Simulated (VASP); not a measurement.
# ZnS (F-43m) in VASP: notebook

The runs below take ZnS through dielectric tensor, single point, with r2SCAN, LDA.

All numbers are computed with VASP 6.6.1; they aren't measurements. Logs are shortened: lines on timing, memory, paths and dates and some standing lists are left out, and cuts for length are marked.

## (1) The cell of the first run

The structure is cubic, space group F-43m (No. 216). The conventional cell has a = 5.404 Å, b = 5.404 Å, c = 5.404 Å, α = 90.00°, β = 90.00°, γ = 90.00°. Zn (site symmetry -43m) has 4 S at 2.34 Å within 3.1 Å. Within 3.1 Å of S (site symmetry -43m) lie 4 Zn at 2.34 Å.

## (2) Dielectric tensor, r2SCAN

File INCAR:

```
  ALGO = Normal
  EDIFF = 1E-8
  ENCUT = 520
  ISIF = 2
  ISMEAR = 0
  LASPH = T
  LCALCEPS = T
  LCHARG = F
  LMIXTAU = T
  LREAL = F
  LWAVE = F
  METAGGA = R2SCAN
  NELM = 100
  PREC = Accurate
  SIGMA = 0.01
```

File KPOINTS:

```
k-points
0
Gamma
  9 9 9
```

File POSCAR:

```
ZnS
1.0
    0.0000000000      2.7020000000      2.7020000000
    2.7020000000      0.0000000000      2.7020000000
    2.7020000000      2.7020000000      0.0000000000
Zn S
1 1
Direct
    0.7500000000      0.7500000000      0.7500000000
    0.0000000000      0.0000000000      0.0000000000
```

Potentials or basis: VASP PAW PBE potentials, release 64 (Zn, S).

Run with:

```console
cat potpaw_PBE.64/Zn/POTCAR potpaw_PBE.64/S/POTCAR > POTCAR
mpirun -np 1 vasp_std > vasp.out
```

OUTCAR:

```text
EDIFF = 1E-8
   ENCUT = 520
   ISIF = 2
   ISMEAR = 0
   LASPH = T
   LREAL = F
   METAGGA = R2SCAN
   NELM = 100
   PREC = Accurate

 ion  position               nearest neighbor table
   1  0.750  0.750  0.750-   2 2.34   2 2.34   2 2.34   2 2.34
   2  0.000  0.000  0.000-   1 2.34   1 2.34   1 2.34   1 2.34

  LATTYP: Found a face centered cubic cell.
 ALAT       =     5.4040000000

  Lattice vectors:

 A1 = (   0.0000000000,   2.7020000000,   2.7020000000)
 A2 = (   2.7020000000,   0.0000000000,   2.7020000000)
 A3 = (   2.7020000000,   2.7020000000,   0.0000000000)

Analysis of symmetry for initial positions (statically):
=====================================================================
 Subroutine PRICEL returns:
 Original cell was already a primitive cell.

 Routine SETGRP: Setting up the symmetry group for a
 face centered cubic supercell.

 Subroutine GETGRP returns: Found 24 space group operations
 (whereof 24 operations were pure point group operations)
 out of a pool of 48 trial point group operations.

The static configuration has the point symmetry T_d .

Analysis of symmetry for dynamics (positions and initial velocities):
=====================================================================
 Subroutine PRICEL returns:
 Original cell was already a primitive cell.

 Routine SETGRP: Setting up the symmetry group for a
 face centered cubic supercell.

 Subroutine GETGRP returns: Found 24 space group operations
 (whereof 24 operations were pure point group operations)
 out of a pool of 48 trial point group operations.

The dynamic configuration has the point symmetry T_d .

 Subroutine INISYM returns: Found 24 space group operations
 (whereof 24 operations are pure point group operations),
 and found     1 'primitive' translations

----------------------------------------------------------------------------------------

                                     Primitive cell

  volume of cell :      39.4535

  direct lattice vectors                    reciprocal lattice vectors
     0.000000000  2.702000000  2.702000000    -0.185048113  0.185048113  0.185048113
     2.702000000  0.000000000  2.702000000     0.185048113 -0.185048113  0.185048113
     2.702000000  2.702000000  0.000000000     0.185048113  0.185048113 -0.185048113

  length of vectors
     3.821205046  3.821205046  3.821205046     0.320512733  0.320512733  0.320512733

  position of ions in fractional coordinates (direct lattice)
     0.750000000  0.750000000  0.750000000
     0.000000000  0.000000000  0.000000000

  ion indices of the primitive-cell ions
   primitive index   ion index
                 1           1
                 2           2

----------------------------------------------------------------------------------------

 KPOINTS: k-points

Automatic generation of k-mesh.
 Grid dimensions read from file:
 generate k-points for:    9    9    9

 Generating k-lattice:

  Cartesian coordinates                     Fractional coordinates (reciprocal lattice)
    -0.020560901  0.020560901  0.020560901     0.111111111  0.000000000  0.000000000
     0.020560901 -0.020560901  0.020560901     0.000000000  0.111111111  0.000000000
     0.020560901  0.020560901 -0.020560901     0.000000000  0.000000000  0.111111111

  Length of vectors
     0.035612526  0.035612526  0.035612526

  Shift w.r.t. Gamma in fractional coordinates (k-lattice)
     0.000000000  0.000000000  0.000000000

 Subroutine IBZKPT returns following result:
 ===========================================

 Found     35 irreducible k-points:

 Following reciprocal coordinates:
            Coordinates               Weight
  0.000000  0.000000  0.000000      1.000000
  0.111111  0.000000  0.000000      8.000000
  0.222222  0.000000  0.000000      8.000000
  0.333333  0.000000  0.000000      8.000000
  0.444444  0.000000  0.000000      8.000000
  0.111111  0.111111  0.000000      6.000000
[... 16 lines left out ...]
 -0.333333  0.333333  0.000000     12.000000
  0.444444  0.444444  0.000000      6.000000
 [... further k-points ...]
   k-points           NKPTS =     35   k-points in BZ     NKDIM =     35   number of bands    NBANDS=     13
   number of dos      NEDOS =    301   number of ions     NIONS =      2
   total plane-waves  NPLWV =  21952
   dimension x,y,z NGX =    28 NGY =   28 NGZ =   28
   dimension x,y,z NGXF=    56 NGYF=   56 NGZF=   56
   ions per type =               1   1
   NGX,Y,Z   is equivalent  to a cutoff of  12.18, 12.18, 12.18 a.u.
   NGXF,Y,Z  is equivalent  to a cutoff of  24.36, 24.36, 24.36 a.u.
 SYSTEM =  unknown system
   PREC   = accura    normal or accurate (medium, high low for compatibility)
   ISTART =      0    job   : 0-new  1-cont  2-samecut
   ICHARG =      2    charge: 1-file 2-atom 10-const
   ISPIN  =      1    spin polarized calculation?
   LNONCOLLINEAR =      F non collinear calculations
   LSORBIT =      F    spin-orbit coupling
   LASPH  =      T    aspherical Exc in radial PAW
   ENCUT  =  520.0 eV  38.22 Ry    6.18 a.u.   7.10  7.10  7.10*2*pi/ulx,y,z
   NELM   =    100;   NELMIN=  2; NELMDL= -5     # of ELM steps
   EDIFF  = 0.1E-07   stopping-criterion for ELM
   LREAL  =      F    real-space projection
   EDIFFG = 0.1E-06   stopping-criterion for IOM
   NSW    =      0    number of steps for IOM
   IBRION =     -1    ionic relax: 0-MD 1-quasi-New 2-CG
   NFREE  =      0    steps in history (QN), initial steepest desc. (CG)
   ISIF   =      2    stress and relaxation
   ISYM   =      2    0-nonsym 1-usesym 2-fastsym
   POTIM  = 0.5000    time-step for ionic-motion
   TEBEG  =    0.0;   TEEND  =   0.0 temperature during run
   PSTRESS=    0.0 pullay stress
   NELECT =      18.0000    total number of electrons
   NUPDOWN=      -1.0000    fix difference up-down
   EMIN   =  10.00;   EMAX   =-10.00  energy-range for DOS
   EFERMI =   0.00;   METHOD = LEGACY
   ISMEAR =     0;   SIGMA  =   0.01  broadening in eV -4-tet -1-fermi 0-gaus
   EFERMI_NEDOS =   21; number of points for ismear=-14 and -15
   IALGO  =     38    algorithm
   IMIX   =      4    mixing-type and parameters
     AMIX     =   0.40;   BMIX     =  1.00
     AMIX_MAG =   1.60;   BMIX_MAG =  1.00
  volume/ion in A,a.u.               =      19.73       133.12
  Fermi-wavevector in a.u.,A,eV,Ry     =   1.260290  2.381602 21.610537  1.588330
  Thomas-Fermi vector in A             =   2.393807
   LORBIT       =      0    0 simple, 1 ext, 2 COOP (PROOUT), +10 PAW based schemes
   METAGGA = R2SCAN    functional components
   LHFCALC =     F    Hartree Fock is set to
   AEXX    =    0.0000 exact exchange contribution
   IVDW    =     0    specifies the selected vdW correction
   LEPSILON=     F    determine dielectric tensor
   LRPA    =     F    only Hartree local field effects (RPA)
   LRPA       =     F
 non-spin polarized calculation
 Gauss-broadening in eV      SIGMA  =   0.01
  energy-cutoff  :      520.00
  volume of cell :       39.45
 maximum number of plane-waves:      1073
   NGX = 15   NGY = 15   NGZ = 15

 number of electron      18.0000000 magnetization

 Free energy of the ion-electron system (eV)
  ---------------------------------------------------
  ext. energy  EPLUGINS =         0.00000000
  ---------------------------------------------------
  free energy    TOTEN  =       -18.89278090 eV

  energy without entropy =      -18.89278090  energy(sigma->0) =      -18.89278090

 E-fermi :   1.9142     XC(G=0): -10.2841

 val. band max:        1.8305875429   @ k =   0.0000   0.0000   0.0000
 cond. band min:   10000.0000000000   @ k =   0.0000   0.0000   0.0000
 fundamental gap:   9998.1694124571
 Fermi energy:         1.9142048812

 k-point     1 :       0.0000    0.0000    0.0000
  band No.  band energies     occupation
      1     -11.8445      2.00000
      2      -4.6691      2.00000
      3      -4.6686      2.00000
      4      -4.6681      2.00000
      5      -4.1226      2.00000
      6      -4.1226      2.00000
      7       1.8304      2.00000
      8       1.8305      2.00000
      9       1.8306      2.00000
     10   10000.0000      0.00000
     11   10000.0000      0.00000
     12   10000.0000      0.00000
     13   10000.0000      0.00000
[... 354 lines left out ...]
  band No.  band energies     occupation
      1     -10.6267      2.00000
      2      -4.6715      2.00000
      3      -4.3225      2.00000
      4      -4.3215      2.00000
      5      -4.0473      2.00000
      6      -3.9675      2.00000
      7      -2.6170      2.00000
      8      -0.3920      2.00000
      9      -0.3920      2.00000
     10   10000.0000      0.00000
     11   10000.0000      0.00000
     12   10000.0000      0.00000
     13   10000.0000      0.00000

 [... further k-points ...]

------------------------ aborting loop because EDIFF is reached ----------------------------------------

            Ionic dipole moment: p[ion]=(   -16.21200   -16.21200   -16.21200 ) |e| Angst

 Total electronic dipole moment: p[elc]=(     2.70434     2.70434     2.71391 ) |e| Angst

 MACROSCOPIC STATIC DIELECTRIC TENSOR (including local field effects)
 ------------------------------------------------------
           5.388897     0.000000    -0.000000
           0.000000     5.388897     0.000000
          -0.000000     0.000000     5.388897
 ------------------------------------------------------

 PIEZOELECTRIC TENSOR (including local field effects) (e Angst)
          XX          YY          ZZ          XY          YZ          ZX
  --------------------------------------------------------------------------------
  x     0.00000     0.00000     0.00000     0.00000    -1.62465     0.00000
  y     0.00000     0.00000     0.00000     0.00000     0.00000    -1.62465
  z     0.00000     0.00000     0.00000    -1.62465    -0.00000     0.00000

 PIEZOELECTRIC TENSOR (including local field effects) (C/m^2)
          XX          YY          ZZ          XY          YZ          ZX
  --------------------------------------------------------------------------------
  x     0.00000     0.00000     0.00000     0.00000    -0.65976     0.00000
  y     0.00000     0.00000     0.00000     0.00000     0.00000    -0.65976
  z     0.00000     0.00000     0.00000    -0.65976    -0.00000     0.00000

 BORN EFFECTIVE CHARGES (including local field effects) (in |e|, cummulative output)
 ---------------------------------------------------------------------------------
 ion    1
    1     1.99967    -0.00000     0.00000
    2     0.00000     1.99967    -0.00000
    3    -0.00000    -0.00000     1.99967
 ion    2
    1    -1.99967     0.00000     0.00000
    2    -0.00000    -1.99967    -0.00000
    3     0.00000     0.00000    -1.99967

  FORCE on cell =-STRESS in cart. coord.  units (eV):
  Direction    XX          YY          ZZ          XY          YZ          ZX
  --------------------------------------------------------------------------------------
  -------------------------------------------------------------------------------------
  Total       -0.1470682     -0.1470682     -0.1470682     -0.0000000     -0.0000000      0.0000000
  in kB       -5.9723225     -5.9723225     -5.9723225     -0.0000000     -0.0000000      0.0000000
  external PRESSURE =      -5.9723225 kB  Pullay stress =       0.0000000 kB

 VOLUME and BASIS-vectors are now :
 -----------------------------------------------------------------------------
  energy-cutoff  :      520.00
  volume of cell :       39.45
      direct lattice vectors                 reciprocal lattice vectors
     0.000000000  2.702000000  2.702000000    -0.185048113  0.185048113  0.185048113
     2.702000000  0.000000000  2.702000000     0.185048113 -0.185048113  0.185048113
     2.702000000  2.702000000  0.000000000     0.185048113  0.185048113 -0.185048113

 POSITION                                       TOTAL-FORCE (eV/Angst)
 -----------------------------------------------------------------------------------
      4.05300      4.05300      4.05300        -0.000000     -0.000000      0.000000
      0.00000      0.00000      0.00000         0.000000      0.000000     -0.000000
 -----------------------------------------------------------------------------------
    total drift:                                0.000011      0.000011      0.000011

  FREE ENERGIE OF THE ION-ELECTRON SYSTEM (eV)
  ---------------------------------------------------
  free  energy   TOTEN  =       -18.8927808951 eV

  energy  without entropy=      -18.8927808951  energy(sigma->0) =      -18.89278090
```

Wall time 48 min (1 thread of Intel Xeon Platinum 8559C (Emerald Rapids), shared host); peak memory 0.55 GiB.

Results:

```
Band gap on the k mesh                  : 2.67 eV
Electronic dielectric tensor (diagonal) : 5.39
Born charges (mean of the diagonal)     : Zn +2.00; S -2.00 e
```

Levels at points of the mesh, in eV from the valence-band top:
| k point | band 7 | band 8 | band 9 | band 10 | band 11 | band 12 |
| --- | --- | --- | --- | --- | --- | --- |
| (0.00, 0.00, 0.00) | 0.00 | 0.00 | 0.00 | 2.67 | 6.90 | 6.90 |

Electronic dielectric tensor:
```
5.39 0.00 0.00
0.00 5.39 0.00
0.00 0.00 5.39
```

Born effective charge tensors (e):
atom 1, Zn
```
2.00 0.00 0.00
0.00 2.00 0.00
0.00 0.00 2.00
```
atom 2, S
```
-2.00  0.00  0.00
 0.00 -2.00  0.00
 0.00  0.00 -2.00
```

Dipole moments of the cell (e·Å, modulo the quantum): ionic -16.212, -16.212, -16.212; electronic 2.704, 2.704, 2.714

Caveat: the PAW data sets were made with another functional, which shifts forces and pressure a little. r2SCAN opens gaps a little over a GGA but as a rule still falls short of measured ones.

## (3) Single point, LDA

POSCAR, as its differences from that of step 2:

```diff
@@ -8,3 +8,3 @@
 Direct
-    0.7500000000      0.7500000000      0.7500000000
+    0.2500000000      0.2500000000      0.2500000000
     0.0000000000      0.0000000000      0.0000000000
```

File INCAR.step1:

```
  PREC = Accurate
  ENCUT = 400
  EDIFF = 1E-6
  ISMEAR = -1
  SIGMA = 0.1
  LREAL = F
  LASPH = T
  NELM = 120
  ALGO = Normal
  ISIF = 2
  LWAVE = F
  LCHARG = T
  NBANDS = 16
  GGA_COMPAT = F
  NEDOS = 2001
  LORBIT = 11
```

File KPOINTS.step1:

```
Automatic mesh
0
Gamma
  9 9 9
```

File INCAR.step2:

```
  PREC = Accurate
  ENCUT = 400
  EDIFF = 1E-6
  ISMEAR = -5
  SIGMA = 0.1
  LREAL = F
  LASPH = T
  NELM = 120
  ALGO = Normal
  ISIF = 2
  LWAVE = F
  LCHARG = F
  LORBIT = 11
  NEDOS = 1001
  ICHARG = 11
  GGA_COMPAT = F
```

File KPOINTS.step2:

```
Automatic mesh
0
Gamma
  14 14 14
```

Potentials or basis: VASP PAW LDA potentials, release 64 (Zn, S).

Run with:

```console
cat potpaw_LDA.64/Zn/POTCAR potpaw_LDA.64/S/POTCAR > POTCAR
cp INCAR.step1 INCAR
cp KPOINTS.step1 KPOINTS
mpirun -np 1 vasp_std > vasp.out
cp INCAR.step2 INCAR
cp KPOINTS.step2 KPOINTS
mpirun -np 1 vasp_std > vasp.out
```

It took 34 s on 1 thread of AMD EPYC 7R43 (Zen 3), shared host; peak memory 0.12 GiB.

Results (log left out):

- Valence electrons inside the program's atomic spheres: Zn 10.82; S 3.72

Levels at points of the mesh, in eV from the valence-band top:
```
           k point  band 5  band 6  band 7  band 8  band 9  band 10  band 11  band 12  band 13
(0.00, 0.00, 0.00)   -6.01   -6.01    0.00    0.00    0.00     1.89     6.25     6.25     6.25
(0.50, 0.00, 0.00)   -5.98   -5.80   -5.38   -0.88   -0.88     3.11     6.79     6.79     8.63
(0.50, 0.50, 0.00)   -5.93   -5.79   -4.66   -2.25   -2.25     3.19     3.90    10.72    11.78
```
